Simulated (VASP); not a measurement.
# Mo (Im-3m) in VASP: notebook

Mo is run at these levels: r2SCAN; tasks: relaxation of cell and atoms, single point.

All numbers are computed with VASP 6.6.1; they aren't measurements. Logs are shortened: lines on timing, memory, paths and dates and some standing lists are left out, and cuts for length are marked.

## Step 1: The cell of the first run

The structure is cubic, space group Im-3m (No. 229). Conventional cell: a = 3.019 Å, b = 3.019 Å, c = 3.019 Å, α = 90.00°, β = 90.00°, γ = 90.00°. Mo (site symmetry m-3m) has 14 Mo at 2.61 to 3.02 Å within 3.4 Å.

## Step 2: Relaxation of cell and atoms, r2SCAN, target pressure 45 GPa, at which the enthalpy is minimised

File POSCAR:

```
Mo
1.0
   -1.5096994454      1.5096994454      1.5096994454
    1.5096994454     -1.5096994454      1.5096994454
    1.5096994454      1.5096994454     -1.5096994454
Mo
1
Direct
    0.0000000000      0.0000000000      0.0000000000
```

File INCAR.step1:

```
SYSTEM = Mo
PREC = Accurate ; ENCUT = 600
ISMEAR = 0 ; SIGMA = 0.1
LREAL = .FALSE. ; LASPH = .TRUE.
NELM = 60 ; GGA = PE
ALGO = Normal ; EDIFF = 1E-4
LWAVE = .TRUE. ; LCHARG = .FALSE.
```

File INCAR.step2:

```
SYSTEM = Mo
PREC = Accurate ; ENCUT = 600
EDIFF = 1E-7 ; ISMEAR = 0
SIGMA = 0.1 ; LREAL = .FALSE.
LASPH = .TRUE. ; NELM = 60
ALGO = Normal ; ISIF = 3
LWAVE = .FALSE. ; LCHARG = .FALSE.
METAGGA = R2SCAN ; LMIXTAU = .TRUE.
IBRION = 2 ; NSW = 80
EDIFFG = -0.05 ; PSTRESS = 450.0
ISTART = 1
```

File KPOINTS:

```
Automatic mesh
0
G
  10 10 10
  0 0 0
```

Potentials or basis: VASP PAW PBE potentials, release 64 (Mo_sv).

Launch:

```bash
$ cat potpaw_PBE.64/Mo_sv/POTCAR > POTCAR
$ cp INCAR.step1 INCAR
$ mpirun -np 1 vasp_std > vasp.out
$ cp INCAR.step2 INCAR
$ mpirun -np 1 vasp_std > vasp.out
```

OUTCAR:

```text
SYSTEM = Mo
   PREC = Accurate
   ENCUT = 600
   EDIFF = 1E-7
   ISMEAR = 0
   LREAL = .FALSE.
   LASPH = .TRUE.
   NELM = 60
   ISIF = 3
   METAGGA = R2SCAN
   IBRION = 2
   NSW = 80
   EDIFFG = -0.05
   PSTRESS = 450.0
   ISTART = 1

 ion  position               nearest neighbor table
   1  0.000  0.000  0.000-

  LATTYP: Found a body centered cubic cell.
 ALAT       =     3.0193988908

  Lattice vectors:

 A1 = (  -1.5096994454,   1.5096994454,   1.5096994454)
 A2 = (   1.5096994454,  -1.5096994454,   1.5096994454)
 A3 = (   1.5096994454,   1.5096994454,  -1.5096994454)

Analysis of symmetry for initial positions (statically):
=====================================================================
 Subroutine PRICEL returns:
 Original cell was already a primitive cell.

 Routine SETGRP: Setting up the symmetry group for a
 body centered cubic supercell.

 Subroutine GETGRP returns: Found 48 space group operations
 (whereof 48 operations were pure point group operations)
 out of a pool of 48 trial point group operations.

The static configuration has the point symmetry O_h .

Analysis of symmetry for dynamics (positions and initial velocities):
=====================================================================
 Subroutine PRICEL returns:
 Original cell was already a primitive cell.

 Routine SETGRP: Setting up the symmetry group for a
 body centered cubic supercell.

 Subroutine GETGRP returns: Found 48 space group operations
 (whereof 48 operations were pure point group operations)
 out of a pool of 48 trial point group operations.

The dynamic configuration has the point symmetry O_h .

 Subroutine INISYM returns: Found 48 space group operations
 (whereof 48 operations are pure point group operations),
 and found     1 'primitive' translations

----------------------------------------------------------------------------------------

                                     Primitive cell

  volume of cell :      13.7636

  direct lattice vectors                    reciprocal lattice vectors
    -1.509699445  1.509699445  1.509699445     0.000000000  0.331191749  0.331191749
     1.509699445 -1.509699445  1.509699445     0.331191749  0.000000000  0.331191749
     1.509699445  1.509699445 -1.509699445     0.331191749  0.331191749  0.000000000

  length of vectors
     2.614876144  2.614876144  2.614876144     0.468375863  0.468375863  0.468375863

  position of ions in fractional coordinates (direct lattice)
     0.000000000  0.000000000  0.000000000

  ion indices of the primitive-cell ions
   primitive index   ion index
                 1           1

----------------------------------------------------------------------------------------

 KPOINTS: Automatic mesh

Automatic generation of k-mesh.
 Grid dimensions read from file:
 generate k-points for:   10   10   10

 Generating k-lattice:

  Cartesian coordinates                     Fractional coordinates (reciprocal lattice)
     0.000000000  0.033119175  0.033119175     0.100000000  0.000000000  0.000000000
     0.033119175  0.000000000  0.033119175     0.000000000  0.100000000  0.000000000
     0.033119175  0.033119175  0.000000000     0.000000000  0.000000000  0.100000000

  Length of vectors
     0.046837586  0.046837586  0.046837586

  Shift w.r.t. Gamma in fractional coordinates (k-lattice)
     0.000000000  0.000000000  0.000000000

 Subroutine IBZKPT returns following result:
 ===========================================

 Found     47 irreducible k-points:

 Following reciprocal coordinates:
            Coordinates               Weight
  0.000000  0.000000  0.000000      1.000000
  0.100000  0.000000  0.000000     12.000000
  0.200000  0.000000  0.000000     12.000000
  0.300000  0.000000  0.000000     12.000000
  0.400000  0.000000  0.000000     12.000000
  0.500000  0.000000  0.000000      6.000000
[... 16 lines left out ...]
  0.300000  0.300000  0.100000      8.000000
 -0.300000  0.300000  0.100000     24.000000
 [... further k-points ...]
   k-points           NKPTS =     47   k-points in BZ     NKDIM =     47   number of bands    NBANDS=     11
   number of dos      NEDOS =    301   number of ions     NIONS =      1
   total plane-waves  NPLWV =  13824
   dimension x,y,z NGX =    24 NGY =   24 NGZ =   24
   dimension x,y,z NGXF=    48 NGYF=   48 NGZF=   48
   ions per type =               1
   NGX,Y,Z   is equivalent  to a cutoff of  15.26, 15.26, 15.26 a.u.
   NGXF,Y,Z  is equivalent  to a cutoff of  30.52, 30.52, 30.52 a.u.
 SYSTEM =  Mo
   PREC   = accura    normal or accurate (medium, high low for compatibility)
   ISTART =      1    job   : 0-new  1-cont  2-samecut
   ICHARG =      0    charge: 1-file 2-atom 10-const
   ISPIN  =      1    spin polarized calculation?
   LNONCOLLINEAR =      F non collinear calculations
   LSORBIT =      F    spin-orbit coupling
   LASPH  =      T    aspherical Exc in radial PAW
   ENCUT  =  600.0 eV  44.10 Ry    6.64 a.u.   5.22  5.22  5.22*2*pi/ulx,y,z
   NELM   =     60;   NELMIN=  2; NELMDL=  0     # of ELM steps
   EDIFF  = 0.1E-06   stopping-criterion for ELM
   LREAL  =      F    real-space projection
   EDIFFG = -.5E-01   stopping-criterion for IOM
   NSW    =     80    number of steps for IOM
   IBRION =      2    ionic relax: 0-MD 1-quasi-New 2-CG
   NFREE  =      1    steps in history (QN), initial steepest desc. (CG)
   ISIF   =      3    stress and relaxation
   ISYM   =      2    0-nonsym 1-usesym 2-fastsym
   POTIM  = 0.5000    time-step for ionic-motion
   TEBEG  =    0.0;   TEEND  =   0.0 temperature during run
   PSTRESS=  450.0 pullay stress
   NELECT =      14.0000    total number of electrons
   NUPDOWN=      -1.0000    fix difference up-down
   EMIN   =  10.00;   EMAX   =-10.00  energy-range for DOS
   EFERMI =   0.00;   METHOD = LEGACY
   ISMEAR =     0;   SIGMA  =   0.10  broadening in eV -4-tet -1-fermi 0-gaus
   EFERMI_NEDOS =   21; number of points for ismear=-14 and -15
   IALGO  =     38    algorithm
   IMIX   =      4    mixing-type and parameters
     AMIX     =   0.40;   BMIX     =  1.00
     AMIX_MAG =   1.60;   BMIX_MAG =  1.00
  volume/ion in A,a.u.               =      13.76        92.88
  Fermi-wavevector in a.u.,A,eV,Ry     =   1.646419  3.111281 36.881248  2.710695
  Thomas-Fermi vector in A             =   2.736050
   LORBIT       =      0    0 simple, 1 ext, 2 COOP (PROOUT), +10 PAW based schemes
   METAGGA = R2SCAN    functional components
   LHFCALC =     F    Hartree Fock is set to
   AEXX    =    0.0000 exact exchange contribution
   IVDW    =     0    specifies the selected vdW correction
   LEPSILON=     F    determine dielectric tensor
   LRPA    =     F    only Hartree local field effects (RPA)
 conjugate gradient relaxation of ions
 non-spin polarized calculation
 Gauss-broadening in eV      SIGMA  =   0.10
  energy-cutoff  :      600.00
  volume of cell :       13.76
 maximum number of plane-waves:       474
 NGX is ok and might be reduce to    24
   NGX = 11   NGY = 11   NGZ = 11

--------------------------------------- Ionic step        1  -------------------------------------------

 number of electron      14.0000002 magnetization

 Free energy of the ion-electron system (eV)
  ---------------------------------------------------
  ext. energy  EPLUGINS =         0.00000000
  ---------------------------------------------------
  free energy    TOTEN  =       -25.81248848 eV

  energy without entropy =      -25.80890845  energy(sigma->0) =      -25.81069847

------------------------ aborting loop because EDIFF is reached ----------------------------------------

  FORCE on cell =-STRESS in cart. coord.  units (eV):
  Direction    XX          YY          ZZ          XY          YZ          ZX
  --------------------------------------------------------------------------------------
  -------------------------------------------------------------------------------------
  Total        3.9185774      3.9185774      3.9185774     -0.0000000     -0.0000000      0.0000000
  in kB      456.1498497    456.1498497    456.1498497     -0.0000000     -0.0000000      0.0000000
  external PRESSURE =       6.1498497 kB  Pullay stress =     450.0000000 kB
[... 59 lines left out ...]
  enthalpy is  TOTEN    =       -21.9460367082 eV   P V=        3.8953799764

--------------------------------------- Ionic step        3  -------------------------------------------

 number of electron      14.0000002 magnetization

 Free energy of the ion-electron system (eV)
  ---------------------------------------------------
  ext. energy  EPLUGINS =         0.00000000
  ---------------------------------------------------
  free energy    TOTEN  =       -25.81784698 eV

  energy without entropy =      -25.81424368  energy(sigma->0) =      -25.81604533

 E-fermi :  14.8523     XC(G=0): -15.4490

 val. band max:       14.8018188054   @ k =  -0.3000   0.3000   0.3000
 cond. band min:      14.8899390940   @ k =   0.5000   0.5000   0.2000
 fundamental gap:      0.0881202886
 Fermi energy:        14.8522987628

 k-point     1 :       0.0000    0.0000    0.0000
  band No.  band energies     occupation
      1     -48.5758      2.00000
      2     -20.6674      2.00000
      3     -20.6674      2.00000
      4     -20.6674      2.00000
      5       6.6972      2.00000
      6      13.0102      2.00000
      7      13.0102      2.00000
      8      13.0102      2.00000
      9      16.8224      0.00000
     10      16.8224      0.00000
     11      30.3394      0.00000
[... 309 lines left out ...]
 k-point    24 :      -0.3000    0.3000    0.1000
  band No.  band energies     occupation
      1     -48.2304      2.00000
      2     -22.1252      2.00000
      3     -21.2005      2.00000
      4     -20.8479      2.00000
      5       9.3817      2.00000
      6      11.7127      2.00000
      7      12.7943      2.00000
      8      15.3766      0.00000
      9      16.9776      0.00000
     10      18.1886      0.00000
     11      30.4338      0.00000

 [... further k-points ...]
[... 5 lines left out ...]
  --------------------------------------------------------------------------------------
  -------------------------------------------------------------------------------------
  Total        3.8717664      3.8717664      3.8717664     -0.0000000     -0.0000000     -0.0000000
  in kB      450.0809520    450.0809520    450.0809520     -0.0000000     -0.0000000     -0.0000000
  external PRESSURE =       0.0809520 kB  Pullay stress =     450.0000000 kB
[... 16 lines left out ...]
  FREE ENERGIE OF THE ION-ELECTRON SYSTEM (eV)
  ---------------------------------------------------
  free  energy   TOTEN  =       -25.8178469771 eV

  energy  without entropy=      -25.8142436822  energy(sigma->0) =      -25.81604533

  enthalpy is  TOTEN    =       -21.9467769998 eV   P V=        3.8710699774

 reached required accuracy - stopping structural energy minimisation
```

Wall time 50 s (1 thread of Intel Xeon 6975P-C (Granite Rapids), shared host); peak memory 0.15 GiB.

Results:

```
Free energy                                            : -25.8178 eV
Relaxed volume                                         : 13.78 Å³/atom
Relaxed cell                                           : a = 2.616 Å, b = 2.616 Å, c = 2.616 Å, α = 109.47°, β = 109.47°, γ = 109.47°
Space group after relaxing (to 0.05 Å)                 : Im-3m (No. 229)
Energy change on relaxing (the enthalpy is what falls) : -5.4 meV/atom
Ionic steps                                            : 3
Pressure after relaxing                                : 45.0 GPa
Band gap on the k mesh                                 : zero (band 7 reaches 19.64 eV, above the bottom of band 8 at 13.01 eV)
```

Step by step:
```tsv
step	energy change (eV)	largest force (eV/Å)	pressure (GPa)	volume (Å³)
1	0.0000	0.0000	45.61	13.76
2	-0.0289	0.0000	42.29	13.87
3	-0.0054	0.0000	45.01	13.78
```

Final structure:
```cif
data_structure
_symmetry_space_group_name_H-M 'P 1'
_symmetry_Int_Tables_number 1
_cell_length_a 2.6161
_cell_length_b 2.6161
_cell_length_c 2.6161
_cell_angle_alpha 109.471
_cell_angle_beta 109.471
_cell_angle_gamma 109.471
_cell_volume 13.78
loop_
_atom_site_label
_atom_site_type_symbol
_atom_site_fract_x
_atom_site_fract_y
_atom_site_fract_z
_atom_site_occupancy
Mo1 Mo 0.00000 0.00000 0.00000 1
```

Levels at points of the mesh, in eV from the Fermi level:
```
           k point  band 5  band 6  band 7  band 8  band 9  band 10
(0.00, 0.00, 0.00)   -8.16   -1.84   -1.84   -1.84    1.97     1.97
(0.50, 0.00, 0.00)   -6.58   -4.40    2.06    2.06    2.86     5.77
(0.50, 0.50, 0.50)   -6.92   -6.92    4.79    4.79    4.79    10.46
```

Caveat: the cell is relaxed towards a set pressure, so the enthalpy falls and the energy may rise; the PAW data sets were made with another functional, which shifts forces and pressure a little.

## Step 3: Single point, r2SCAN

File POSCAR:

```
Mo
1.0
   -1.5098616733      1.5098616733      1.5098616733
    1.5098616733     -1.5098616733      1.5098616733
    1.5098616733      1.5098616733     -1.5098616733
Mo
1
Direct
    0.0000000000      0.0000000000      0.0000000000
```

File INCAR.step1:

```
ALGO = Normal ; EDIFF = 1E-4
ENCUT = 520 ; GGA = PE
ISMEAR = -1 ; LASPH = T
LCHARG = F ; LREAL = F
LWAVE = T ; NBANDS = 13
NELM = 80 ; PREC = Accurate
SIGMA = 0.1
```

File INCAR.step2:

```
ALGO = Normal ; EDIFF = 1E-6
ENCUT = 520 ; ISIF = 2
ISMEAR = -1 ; ISTART = 1
LASPH = T ; LCHARG = T
LELF = T ; LMIXTAU = T
LREAL = F ; LVHAR = T
LWAVE = F ; METAGGA = R2SCAN
NBANDS = 13 ; NELM = 80
PREC = Accurate ; SIGMA = 0.1
```

File KPOINTS:

```
k-points
0
Gamma
  20 20 20
```

Potentials or basis: VASP PAW PBE potentials, release 64 (Mo_sv).

Launch:

```bash
$ cat potpaw_PBE.64/Mo_sv/POTCAR > POTCAR
$ cp INCAR.step1 INCAR
$ mpirun -np 1 vasp_std > vasp.out
$ cp INCAR.step2 INCAR
$ mpirun -np 1 vasp_std > vasp.out
```

Wall time 74 s (1 thread of Intel Xeon 6975P-C (Granite Rapids), shared host); peak memory 0.16 GiB.

Results (log left out):

| Item | Value |
| --- | --- |
| Free energy | -25.8342 eV |
| Pressure | 47.0 GPa |
| Band gap on the k mesh | zero (band 7 reaches 19.65 eV, above the bottom of band 8 at 13.02 eV) |

Levels at points of the mesh, in eV from the Fermi level:
```csv
k point,band 4,band 5,band 6,band 7,band 8,band 9,band 10,band 11
"(0.00, 0.00, 0.00)",-35.44,-8.06,-1.76,-1.76,-1.76,2.07,2.07,15.58
"(0.50, 0.00, 0.00)",-35.47,-6.49,-4.32,2.15,2.17,2.96,5.86,12.68
"(0.50, 0.50, 0.50)",-36.93,-6.84,-6.84,4.88,4.88,4.88,10.56,10.56
```

Caveat: the PAW data sets were made with another functional, which shifts forces and pressure a little.
